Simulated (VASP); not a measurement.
# Si6O11 (a cell with a defect) in VASP: a series of runs

The runs below take Si6O11 (a cell with a defect) through single point, with PBE.

Everything below comes from runs of VASP 6.6.1. Logs are shortened: lines on timing, memory, paths and dates and some standing lists are left out, and cuts for length are marked.

### Step 1. The cell of the first run

The cell holds a defect, 17 atoms: a = 5.021 Å, b = 5.509 Å, c = 8.696 Å, α = 90.00°, β = 90.00°, γ = 90.00°.

### Step 2. Single point, PBE

Input file INCAR:

```
SYSTEM = Si6O11
ALGO = Normal
EDIFF = 1E-6
ENCUT = 520
GGA = PE
ISIF = 2
ISMEAR = 0
LASPH = .TRUE.
LCHARG = .FALSE.
LREAL = Auto
LWAVE = .FALSE.
NBANDS = 59
NELECT = 88.0
NELM = 60
PREC = Accurate
SIGMA = 0.05
```

Input file KPOINTS:

```
k-points
0
G
  4 4 2
  0 0 0
```

Input file POSCAR:

```
Si6O11
1.0
   -2.5103274377      4.3480146658      0.0000000000
    0.0000000000      0.0000000000      5.5092660079
    7.5309823132      4.3480146658      0.0000000000
Si O
6 11
Direct
    0.7617495765      0.3333333333      0.2382504235
    0.2617495765      0.3333333333      0.7382504235
    0.9765008470      0.6666666667      0.5000000000
    0.4765008470      0.6666666667      0.0000000000
    0.2617495765      0.0000000000      0.2617495765
    0.7617495765      0.0000000000      0.7617495765
    0.0486521033      0.2055717715      0.2072260374
    0.5486521033      0.2055717715      0.7072260374
    0.7865130045      0.5389051049      0.3720609296
    0.2865130045      0.5389051049      0.8720609296
    0.6648348922      0.8722384382      0.9207130329
    0.2865130045      0.7944282285      0.1279390704
    0.7865130045      0.7944282285      0.6279390704
    0.6648348922      0.4610948951      0.0792869671
    0.1648348922      0.4610948951      0.5792869671
    0.5515739976      0.0567378683      0.3283351485
    0.0486521033      0.1277615618      0.7927739626
```

Potentials or basis: VASP PAW PBE potentials, release 64 (Si, O).

Command:

```console
$ cat potpaw_PBE.64/Si/POTCAR potpaw_PBE.64/O/POTCAR > POTCAR
$ mpirun -np 1 vasp_std > vasp.out
```

OUTCAR:

```text
SYSTEM = Si6O11
   EDIFF = 1E-6
   ENCUT = 520
   GGA = PE
   ISIF = 2
   ISMEAR = 0
   LASPH = .TRUE.
   LREAL = Auto
   NELECT = 88.0
   NELM = 60
   PREC = Accurate

 ion  position               nearest neighbor table
   1  0.762  0.333  0.238-  14 1.63   7 1.63   9 1.63  16 2.01   5 3.12   5 3.12   3 3.12   4 3.12

   2  0.262  0.333  0.738-  15 1.63   8 1.63  17 1.63  10 1.63   6 3.12   6 3.12   4 3.12   3 3.12

   3  0.977  0.667  0.500-  13 1.63   9 1.63  15 1.63   5 3.12   6 3.12   1 3.12   2 3.12
   4  0.477  0.667  0.000-  12 1.63  10 1.63  11 1.63  14 1.63   6 3.12   5 3.12   2 3.12   1 3.12

   5  0.262  0.000  0.262-  16 1.60  12 1.63   7 1.63   3 3.12   4 3.12   1 3.12   1 3.12
   6  0.762  0.000  0.762-  11 1.63  17 1.63  13 1.63   8 1.63   4 3.12   3 3.12   2 3.12   2 3.12

   7  0.049  0.206  0.207-   1 1.63   5 1.63
   8  0.549  0.206  0.707-   2 1.63   6 1.63
   9  0.787  0.539  0.372-   3 1.63   1 1.63
  10  0.287  0.539  0.872-   4 1.63   2 1.63
  11  0.665  0.872  0.921-   6 1.63   4 1.63
  12  0.287  0.794  0.128-   4 1.63   5 1.63
  13  0.787  0.794  0.628-   3 1.63   6 1.63
  14  0.665  0.461  0.079-   1 1.63   4 1.63
  15  0.165  0.461  0.579-   2 1.63   3 1.63
  16  0.552  0.057  0.328-   5 1.60   1 2.01
  17  0.049  0.128  0.793-   6 1.63   2 1.63

  LATTYP: Found a simple orthorhombic cell.
 ALAT       =     5.0206548755
 B/A-ratio  =     1.0973201992
 C/A-ratio  =     1.7320508076

  Lattice vectors:

 A1 = (  -2.5103274377,   4.3480146658,   0.0000000000)
 A2 = (   0.0000000000,   0.0000000000,   5.5092660079)
 A3 = (   7.5309823132,   4.3480146658,   0.0000000000)

Analysis of symmetry for initial positions (statically):
=====================================================================
 Subroutine PRICEL returns:
 Original cell was already a primitive cell.

 Routine SETGRP: Setting up the symmetry group for a
 simple orthorhombic supercell.

 Subroutine GETGRP returns: Found  1 space group operations
 (whereof  1 operations were pure point group operations)
 out of a pool of  8 trial point group operations.

The static configuration has the point symmetry C_1 .

Analysis of symmetry for dynamics (positions and initial velocities):
=====================================================================
 Subroutine PRICEL returns:
 Original cell was already a primitive cell.

 Routine SETGRP: Setting up the symmetry group for a
 simple orthorhombic supercell.

 Subroutine GETGRP returns: Found  1 space group operations
 (whereof  1 operations were pure point group operations)
 out of a pool of  8 trial point group operations.

The dynamic configuration has the point symmetry C_1 .

 Subroutine INISYM returns: Found  1 space group operations
 (whereof  1 operations are pure point group operations),
 and found     1 'primitive' translations

----------------------------------------------------------------------------------------

                                     Primitive cell

  volume of cell :     240.5332

  direct lattice vectors                    reciprocal lattice vectors
    -2.510327438  4.348014666  0.000000000    -0.099588602  0.172492518  0.000000000
     0.000000000  0.000000000  5.509266008     0.000000000  0.000000000  0.181512383
     7.530982313  4.348014666  0.000000000     0.099588602  0.057497506  0.000000000

  length of vectors
     5.020654875  5.509266008  8.696029332     0.199177204  0.181512383  0.114995012

  position of ions in fractional coordinates (direct lattice)
     0.761749577  0.333333333  0.238250423
     0.261749577  0.333333333  0.738250423
     0.976500847  0.666666667  0.500000000
     0.476500847  0.666666667  0.000000000
     0.261749577  0.000000000  0.261749577
     0.761749577  0.000000000  0.761749577
[... 9 lines left out ...]
     0.551573998  0.056737868  0.328335149
     0.048652103  0.127761562  0.792773963

  ion indices of the primitive-cell ions
   primitive index   ion index
                 1           1
                 2           2
                 3           3
                 4           4
                 5           5
                 6           6
[... 9 lines left out ...]
                16          16
                17          17

----------------------------------------------------------------------------------------

 KPOINTS: k-points

Automatic generation of k-mesh.
 Grid dimensions read from file:
 generate k-points for:    4    4    2

 Generating k-lattice:

  Cartesian coordinates                     Fractional coordinates (reciprocal lattice)
    -0.024897150  0.043123130  0.000000000     0.250000000  0.000000000  0.000000000
     0.000000000  0.000000000  0.045378096     0.000000000  0.250000000  0.000000000
     0.049794301  0.028748753  0.000000000     0.000000000  0.000000000  0.500000000

  Length of vectors
     0.049794301  0.045378096  0.057497506

  Shift w.r.t. Gamma in fractional coordinates (k-lattice)
     0.000000000  0.000000000  0.000000000

 Subroutine IBZKPT returns following result:
 ===========================================

 Found     20 irreducible k-points:

 Following reciprocal coordinates:
            Coordinates               Weight
  0.000000  0.000000  0.000000      1.000000
  0.250000  0.000000  0.000000      2.000000
  0.500000  0.000000  0.000000      1.000000
  0.000000  0.250000  0.000000      2.000000
  0.250000  0.250000  0.000000      2.000000
  0.250000 -0.250000  0.000000      2.000000
[... 12 lines left out ...]
  0.250000  0.500000  0.500000      2.000000
  0.500000  0.500000  0.500000      1.000000
   k-points           NKPTS =     20   k-points in BZ     NKDIM =     20   number of bands    NBANDS=     59
   number of dos      NEDOS =    301   number of ions     NIONS =     17
   total plane-waves  NPLWV = 117600
   dimension x,y,z NGX =    40 NGY =   42 NGZ =   70
   dimension x,y,z NGXF=    80 NGYF=   84 NGZF=  140
   ions per type =               6  11
   NGX,Y,Z   is equivalent  to a cutoff of  13.24, 12.67, 13.38 a.u.
   NGXF,Y,Z  is equivalent  to a cutoff of  26.49, 25.35, 26.76 a.u.
 SYSTEM =  Si6O11
   PREC   = accura    normal or accurate (medium, high low for compatibility)
   ISTART =      0    job   : 0-new  1-cont  2-samecut
   ICHARG =      2    charge: 1-file 2-atom 10-const
   ISPIN  =      1    spin polarized calculation?
   LNONCOLLINEAR =      F non collinear calculations
   LSORBIT =      F    spin-orbit coupling
   LASPH  =      T    aspherical Exc in radial PAW
   ENCUT  =  520.0 eV  38.22 Ry    6.18 a.u.   9.34 10.24 16.17*2*pi/ulx,y,z
   NELM   =     60;   NELMIN=  2; NELMDL= -5     # of ELM steps
   EDIFF  = 0.1E-05   stopping-criterion for ELM
   LREAL  =      T    real-space projection
   EDIFFG = 0.1E-04   stopping-criterion for IOM
   NSW    =      0    number of steps for IOM
   IBRION =     -1    ionic relax: 0-MD 1-quasi-New 2-CG
   NFREE  =      0    steps in history (QN), initial steepest desc. (CG)
   ISIF   =      2    stress and relaxation
   ISYM   =      2    0-nonsym 1-usesym 2-fastsym
   POTIM  = 0.5000    time-step for ionic-motion
   TEBEG  =    0.0;   TEEND  =   0.0 temperature during run
   PSTRESS=    0.0 pullay stress
   NELECT =      88.0000    total number of electrons
   NUPDOWN=      -1.0000    fix difference up-down
   EMIN   =  10.00;   EMAX   =-10.00  energy-range for DOS
   EFERMI =   0.00;   METHOD = LEGACY
   ISMEAR =     0;   SIGMA  =   0.05  broadening in eV -4-tet -1-fermi 0-gaus
   EFERMI_NEDOS =   21; number of points for ismear=-14 and -15
   IALGO  =     38    algorithm
   IMIX   =      4    mixing-type and parameters
     AMIX     =   0.40;   BMIX     =  1.00
     AMIX_MAG =   1.60;   BMIX_MAG =  1.00
  volume/ion in A,a.u.               =      14.15        95.48
  Fermi-wavevector in a.u.,A,eV,Ry     =   1.170875  2.212634 18.652897  1.370949
  Thomas-Fermi vector in A             =   2.307327
   LORBIT       =      0    0 simple, 1 ext, 2 COOP (PROOUT), +10 PAW based schemes
   GGA     = PE    functional components
   LHFCALC =     F    Hartree Fock is set to
   AEXX    =    0.0000 exact exchange contribution
   IVDW    =     0    specifies the selected vdW correction
   LEPSILON=     F    determine dielectric tensor
   LRPA    =     F    only Hartree local field effects (RPA)
 non-spin polarized calculation
 Gauss-broadening in eV      SIGMA  =   0.05
  energy-cutoff  :      520.00
  volume of cell :      240.53
 maximum number of plane-waves:      6512
 NGX is ok and might be reduce to    40
   NGX = 19   NGY = 21   NGZ = 33

 number of electron      87.9999992 magnetization

 Free energy of the ion-electron system (eV)
  ---------------------------------------------------
  ext. energy  EPLUGINS =         0.00000000
  ---------------------------------------------------
  free energy    TOTEN  =      -132.88748860 eV

  energy without entropy =     -132.87949043  energy(sigma->0) =     -132.88348951

 E-fermi :   0.7610     XC(G=0):  -8.6011

 val. band max:        0.7415530926   @ k =   0.0000   0.2500   0.5000
 cond. band min:       0.8060710296   @ k =   0.2500  -0.2500   0.0000
 fundamental gap:      0.0645179370
 Fermi energy:         0.7610194642

 k-point     1 :       0.0000    0.0000    0.0000
  band No.  band energies     occupation
      1     -18.9685      2.00000
      2     -18.4804      2.00000
      3     -18.0775      2.00000
      4     -17.7735      2.00000
      5     -17.5605      2.00000
      6     -17.3570      2.00000
[... 48 lines left out ...]
     55      10.2113      0.00000
     56      10.5261      0.00000

 k-point     2 :       0.2500    0.0000    0.0000
  band No.  band energies     occupation
      1     -18.8911      2.00000
      2     -18.4363      2.00000
      3     -18.1228      2.00000
      4     -17.8210      2.00000
      5     -17.6157      2.00000
      6     -17.2900      2.00000
[... 48 lines left out ...]
     55      10.2139      0.00000
     56      10.4605      0.00000
[... 1001 lines left out ...]
     55      10.0517      0.00000
     56      10.2382      0.00000

 k-point    20 :       0.5000    0.5000    0.5000
  band No.  band energies     occupation
      1     -18.7904      2.00000
      2     -18.4066      2.00000
      3     -17.9769      2.00000
      4     -17.9234      2.00000
      5     -17.7088      2.00000
      6     -17.3823      2.00000
[... 48 lines left out ...]
     55      10.1814      0.00000
     56      10.3540      0.00000
 [bands above 56 left out]

------------------------ aborting loop because EDIFF is reached ----------------------------------------

  FORCE on cell =-STRESS in cart. coord.  units (eV):
  Direction    XX          YY          ZZ          XY          YZ          ZX
  --------------------------------------------------------------------------------------
  -------------------------------------------------------------------------------------
  Total      -21.0678323    -16.9377143    -20.4043975      0.8647458     -0.2486261      5.6948241
  in kB     -140.3315523   -112.8210870   -135.9124532      5.7600190     -1.6560836     37.9328778
  external PRESSURE =    -129.6883642 kB  Pullay stress =       0.0000000 kB

 VOLUME and BASIS-vectors are now :
 -----------------------------------------------------------------------------
  energy-cutoff  :      520.00
  volume of cell :      240.53
      direct lattice vectors                 reciprocal lattice vectors
    -2.510327438  4.348014666  0.000000000    -0.099588602  0.172492518  0.000000000
     0.000000000  0.000000000  5.509266008     0.000000000  0.000000000  0.181512383
     7.530982313  4.348014666  0.000000000     0.099588602  0.057497506  0.000000000

 POSITION                                       TOTAL-FORCE (eV/Angst)
 -----------------------------------------------------------------------------------
     -0.11798      4.34801      1.83642         0.509553     -1.120241     -0.808216
      4.90267      4.34801      1.83642         1.007632      1.380983     -0.219245
      1.31415      6.41985      3.67284         2.865709     -0.482859     -2.572673
     -1.19617      2.07183      3.67284        -1.181789     -0.602821     -0.372736
      1.31415      2.27618      0.00000        -3.003513     -0.917284      0.085394
      3.82448      6.62420      0.00000         1.051358      0.352655      1.179934
[... 9 lines left out ...]
      1.08805      3.82586      0.31258        -1.304251      0.823051      2.856441
      5.84823      3.65853      0.70387        -0.353747     -0.174907      0.055259
 -----------------------------------------------------------------------------------
    total drift:                                0.002632     -0.007581     -0.003890

  FREE ENERGIE OF THE ION-ELECTRON SYSTEM (eV)
  ---------------------------------------------------
  free  energy   TOTEN  =      -132.8874885955 eV

  energy  without entropy=     -132.8794904312  energy(sigma->0) =     -132.88348951
```

Wall time 13 min (1 thread of Intel Xeon Platinum 8375C at 2.90GHz (Ice Lake), shared host); peak memory 0.41 GiB.

Results:

```yaml
Free_energy: -132.8875 eV
Largest_force: 3.881 eV/Å
```

Forces on the atoms (eV/Å):
```
Si   0.510 -1.120 -0.808
Si   1.008  1.381 -0.219
Si   2.866 -0.483 -2.573
Si  -1.182 -0.603 -0.373
Si  -3.004 -0.917  0.085
Si   1.051  0.353  1.180
O    0.655  0.881 -1.043
O   -0.234 -0.146 -0.084
O   -0.088  0.375  0.615
O    0.031  0.049  0.114
O    0.150  0.029 -0.223
O    1.982 -0.220  0.650
O   -1.798  0.033 -0.178
O    1.130  0.894 -1.282
O   -1.420 -1.153  1.228
O   -1.304  0.823  2.856
O   -0.354 -0.175  0.055
```

Levels at points of the mesh, in eV from the Fermi level:
```
           k point  band 40  band 41  band 42  band 43  band 44  band 45  band 46  band 47  band 48  band 49
(0.00, 0.00, 0.00)    -1.06    -0.91    -0.63    -0.35    -0.08    -0.04     4.06     5.28     6.38     7.01
(0.50, 0.00, 0.00)    -1.08    -0.79    -0.78    -0.19    -0.09     0.18     3.83     5.59     6.87     7.14
(0.00, 0.50, 0.00)    -1.05    -0.86    -0.48    -0.35    -0.04     0.15     3.75     5.54     6.44     7.54
(0.50, 0.50, 0.00)    -1.00    -0.89    -0.62    -0.54    -0.42     0.15     4.13     5.86     6.71     7.12
(0.00, 0.00, 0.50)    -1.02    -0.85    -0.65    -0.33    -0.08     0.08     3.92     5.39     6.33     7.13
(0.50, 0.00, 0.50)    -1.14    -0.79    -0.72    -0.20    -0.09     0.10     3.87     5.60     6.92     7.10
(0.00, 0.50, 0.50)    -1.07    -0.86    -0.53    -0.39    -0.03     0.21     3.73     5.53     6.44     7.51
(0.50, 0.50, 0.50)    -0.98    -0.87    -0.59    -0.53    -0.37     0.08     4.13     5.87     6.82     7.15
```

Caveat: the k points lie up to 0.36 Å⁻¹ apart; the cell carries a net charge on a neutralising background, which shifts energy and pressure; the cell differs from its parent crystal (atoms taken out, atom 16 moved 0.125 of the way to it and +0.375 Å across, host rigid); the cell is charged against a uniform background, so pressure and absolute levels hang on convention.

[end of part 1 of 2]
